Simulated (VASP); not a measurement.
# Br (P6/mmm) in VASP: further runs, part 2 of 2

VASP 6.6.1.

**4. Single point, PBE (25.24 Å³/atom)**

This run uses another cell than the first one, of 25.24 Å³/atom.

INCAR

```
ALGO = Normal
EDIFF = 1E-6
ENCUT = 520
GGA = PE
ISIF = 2
ISMEAR = -1
LASPH = T
LCHARG = F
LREAL = F
LWAVE = F
NBANDS = 18
NELM = 100
PREC = Accurate
SIGMA = 0.1
```

KPOINTS

```
k-points
0
Gamma
  8 8 10
```

POSCAR

```
Br
1.0
    5.8205418030      0.0000000000      0.0000000000
   -2.9102709015      5.0407370652      0.0000000000
    0.0000000000      0.0000000000      2.5809045131
Br
3
Direct
    0.0000000000      0.0000000000      0.0000000000
    0.3333333333      0.6666666667      0.5000000000
    0.6666666667      0.3333333333      0.5000000000
```

Potentials or basis: VASP PAW PBE potentials, release 64 (Br).

The run is started by

```console
$ cat potpaw_PBE.64/Br/POTCAR > POTCAR
$ mpirun -np 1 vasp_std > vasp.out
```

OUTCAR:

```text
EDIFF = 1E-6
   ENCUT = 520
   GGA = PE
   ISIF = 2
   ISMEAR = -1
   LASPH = T
   LREAL = F
   NELM = 100
   PREC = Accurate

 ion  position               nearest neighbor table
   1  0.000  0.000  0.000-
   2  0.333  0.667  0.500-
   3  0.667  0.333  0.500-

  LATTYP: Found a hexagonal cell.
 ALAT       =     5.8205418030
 C/A-ratio  =     0.4434131049

  Lattice vectors:

 A1 = (   5.8205418030,   0.0000000000,   0.0000000000)
 A2 = (  -2.9102709015,   5.0407370652,   0.0000000000)
 A3 = (   0.0000000000,   0.0000000000,   2.5809045131)

Analysis of symmetry for initial positions (statically):
=====================================================================
 Subroutine PRICEL returns:
 Original cell was already a primitive cell.

 Routine SETGRP: Setting up the symmetry group for a
 hexagonal supercell.

 Subroutine GETGRP returns: Found 24 space group operations
 (whereof 24 operations were pure point group operations)
 out of a pool of 24 trial point group operations.

The static configuration has the point symmetry D_6h.

Analysis of symmetry for dynamics (positions and initial velocities):
=====================================================================
 Subroutine PRICEL returns:
 Original cell was already a primitive cell.

 Routine SETGRP: Setting up the symmetry group for a
 hexagonal supercell.

 Subroutine GETGRP returns: Found 24 space group operations
 (whereof 24 operations were pure point group operations)
 out of a pool of 24 trial point group operations.

The dynamic configuration has the point symmetry D_6h.

 Subroutine INISYM returns: Found 24 space group operations
 (whereof 24 operations are pure point group operations),
 and found     1 'primitive' translations

----------------------------------------------------------------------------------------

                                     Primitive cell

  volume of cell :      75.7233

  direct lattice vectors                    reciprocal lattice vectors
     5.820541803  0.000000000  0.000000000     0.171805312  0.099191843  0.000000000
    -2.910270902  5.040737065  0.000000000     0.000000000  0.198383686  0.000000000
     0.000000000  0.000000000  2.580904513     0.000000000  0.000000000  0.387461061

  length of vectors
     5.820541803  5.820541803  2.580904513     0.198383686  0.198383686  0.387461061

  position of ions in fractional coordinates (direct lattice)
     0.000000000  0.000000000  0.000000000
     0.333333333  0.666666667  0.500000000
     0.666666667  0.333333333  0.500000000

  ion indices of the primitive-cell ions
   primitive index   ion index
                 1           1
                 2           2
                 3           3

----------------------------------------------------------------------------------------

 KPOINTS: k-points

Automatic generation of k-mesh.
 Grid dimensions read from file:
 generate k-points for:    8    8   10

 Generating k-lattice:

  Cartesian coordinates                     Fractional coordinates (reciprocal lattice)
     0.021475664  0.012398980  0.000000000     0.125000000  0.000000000  0.000000000
     0.000000000  0.024797961  0.000000000     0.000000000  0.125000000  0.000000000
     0.000000000  0.000000000  0.038746106     0.000000000  0.000000000  0.100000000

  Length of vectors
     0.024797961  0.024797961  0.038746106

  Shift w.r.t. Gamma in fractional coordinates (k-lattice)
     0.000000000  0.000000000  0.000000000

 Subroutine IBZKPT returns following result:
 ===========================================

 Found     60 irreducible k-points:

 Following reciprocal coordinates:
            Coordinates               Weight
  0.000000  0.000000  0.000000      1.000000
  0.125000  0.000000  0.000000      6.000000
  0.250000  0.000000  0.000000      6.000000
  0.375000  0.000000  0.000000      6.000000
  0.500000  0.000000  0.000000      3.000000
  0.125000  0.125000  0.000000      6.000000
[... 16 lines left out ...]
  0.250000  0.000000  0.200000     12.000000
  0.375000  0.000000  0.200000     12.000000
 [... further k-points ...]
   k-points           NKPTS =     60   k-points in BZ     NKDIM =     60   number of bands    NBANDS=     18
   number of dos      NEDOS =    301   number of ions     NIONS =      3
   total plane-waves  NPLWV =  46080
   dimension x,y,z NGX =    48 NGY =   48 NGZ =   20
   dimension x,y,z NGXF=    96 NGYF=   96 NGZF=   40
   ions per type =               3
   NGX,Y,Z   is equivalent  to a cutoff of  13.71, 13.71, 12.88 a.u.
   NGXF,Y,Z  is equivalent  to a cutoff of  27.42, 27.42, 25.77 a.u.
 SYSTEM =  unknown system
   PREC   = accura    normal or accurate (medium, high low for compatibility)
   ISTART =      0    job   : 0-new  1-cont  2-samecut
   ICHARG =      2    charge: 1-file 2-atom 10-const
   ISPIN  =      1    spin polarized calculation?
   LNONCOLLINEAR =      F non collinear calculations
   LSORBIT =      F    spin-orbit coupling
   LASPH  =      T    aspherical Exc in radial PAW
   ENCUT  =  520.0 eV  38.22 Ry    6.18 a.u.  10.82 10.82  4.80*2*pi/ulx,y,z
   NELM   =    100;   NELMIN=  2; NELMDL= -5     # of ELM steps
   EDIFF  = 0.1E-05   stopping-criterion for ELM
   LREAL  =      F    real-space projection
   EDIFFG = 0.1E-04   stopping-criterion for IOM
   NSW    =      0    number of steps for IOM
   IBRION =     -1    ionic relax: 0-MD 1-quasi-New 2-CG
   NFREE  =      0    steps in history (QN), initial steepest desc. (CG)
   ISIF   =      2    stress and relaxation
   ISYM   =      2    0-nonsym 1-usesym 2-fastsym
   POTIM  = 0.5000    time-step for ionic-motion
   TEBEG  =    0.0;   TEEND  =   0.0 temperature during run
   PSTRESS=    0.0 pullay stress
   NELECT =      21.0000    total number of electrons
   NUPDOWN=      -1.0000    fix difference up-down
   EMIN   =  10.00;   EMAX   =-10.00  energy-range for DOS
   EFERMI =   0.00;   METHOD = LEGACY
   ISMEAR =    -1;   SIGMA  =   0.10  broadening in eV -4-tet -1-fermi 0-gaus
   EFERMI_NEDOS =   21; number of points for ismear=-14 and -15
   IALGO  =     38    algorithm
   IMIX   =      4    mixing-type and parameters
     AMIX     =   0.40;   BMIX     =  1.00
     AMIX_MAG =   1.60;   BMIX_MAG =  1.00
  volume/ion in A,a.u.               =      25.24       170.34
  Fermi-wavevector in a.u.,A,eV,Ry     =   1.067591  2.017454 15.507240  1.139750
  Thomas-Fermi vector in A             =   2.203212
   LORBIT       =      0    0 simple, 1 ext, 2 COOP (PROOUT), +10 PAW based schemes
   GGA     = PE    functional components
   LHFCALC =     F    Hartree Fock is set to
   AEXX    =    0.0000 exact exchange contribution
   IVDW    =     0    specifies the selected vdW correction
   LEPSILON=     F    determine dielectric tensor
   LRPA    =     F    only Hartree local field effects (RPA)
 non-spin polarized calculation
  energy-cutoff  :      520.00
  volume of cell :       75.72
 maximum number of plane-waves:      2074
 NGX is ok and might be reduce to    48
   NGX = 21   NGY = 21   NGZ =  9

 number of electron      21.0000000 magnetization

 Free energy of the ion-electron system (eV)
  ---------------------------------------------------
  ext. energy  EPLUGINS =         0.00000000
  ---------------------------------------------------
  free energy    TOTEN  =        -4.00196046 eV

  energy without entropy =       -3.88078711  energy(sigma->0) =       -3.94137378

 E-fermi :   2.0281     XC(G=0):  -9.3689

 val. band max:        2.0246154203   @ k =   0.1250   0.0000   0.3000
 cond. band min:       2.0312900695   @ k =   0.2500   0.1250   0.2000
 fundamental gap:      0.0066746492
 Fermi energy:         2.0281317051

 k-point     1 :       0.0000    0.0000    0.0000
  band No.  band energies     occupation
      1     -14.1665      2.00000
      2     -13.2636      2.00000
      3     -13.0696      2.00000
      4      -1.9304      2.00000
      5      -1.9304      2.00000
      6      -1.7040      2.00000
[... 10 lines left out ...]
     17      13.5077      0.00000
     18      13.5507      0.00000
[... 463 lines left out ...]
 k-point    24 :       0.3750    0.0000    0.2000
  band No.  band energies     occupation
      1     -13.1611      2.00000
      2     -12.7848      2.00000
      3     -12.5121      2.00000
      4      -2.0337      2.00000
      5      -1.2260      2.00000
      6       0.0414      2.00000
[... 10 lines left out ...]
     17      12.9258      0.00000
     18      14.5335      0.00000

 [... further k-points ...]

------------------------ aborting loop because EDIFF is reached ----------------------------------------

  FORCE on cell =-STRESS in cart. coord.  units (eV):
  Direction    XX          YY          ZZ          XY          YZ          ZX
  --------------------------------------------------------------------------------------
  -------------------------------------------------------------------------------------
  Total        2.8508992      2.8508992      2.9943894      0.0000000     -0.0000000      0.0000000
  in kB       60.3202392     60.3202392     63.3562498      0.0000000     -0.0000000      0.0000000
  external PRESSURE =      61.3322427 kB  Pullay stress =       0.0000000 kB

 VOLUME and BASIS-vectors are now :
 -----------------------------------------------------------------------------
  energy-cutoff  :      520.00
  volume of cell :       75.72
      direct lattice vectors                 reciprocal lattice vectors
     5.820541803  0.000000000  0.000000000     0.171805312  0.099191843  0.000000000
    -2.910270902  5.040737065  0.000000000     0.000000000  0.198383686  0.000000000
     0.000000000  0.000000000  2.580904513     0.000000000  0.000000000  0.387461061

 POSITION                                       TOTAL-FORCE (eV/Angst)
 -----------------------------------------------------------------------------------
      0.00000      0.00000      0.00000         0.000000      0.000000      0.000000
     -0.00000      3.36049      1.29045        -0.000000      0.000000     -0.000000
      2.91027      1.68025      1.29045         0.000000      0.000000      0.000000
 -----------------------------------------------------------------------------------
    total drift:                               -0.000000      0.000000     -0.000000

  FREE ENERGIE OF THE ION-ELECTRON SYSTEM (eV)
  ---------------------------------------------------
  free  energy   TOTEN  =        -4.0019604556 eV

  energy  without entropy=       -3.8807871129  energy(sigma->0) =       -3.94137378
```

Wall time 34 s (1 thread of Intel Xeon 6975P-C (Granite Rapids), shared host); peak memory 0.22 GiB.

What came out:

```yaml
Free_energy: -4.0020 eV
Pressure: 6.1 GPa
Band_gap_on_the_k_mesh: zero (an odd number of electrons rules out a gap without spin polarisation)
```

Caveat: the cell stands under pressure; an odd number of electrons without spin polarisation forces a metal; a magnetic or distorted state may lie lower.
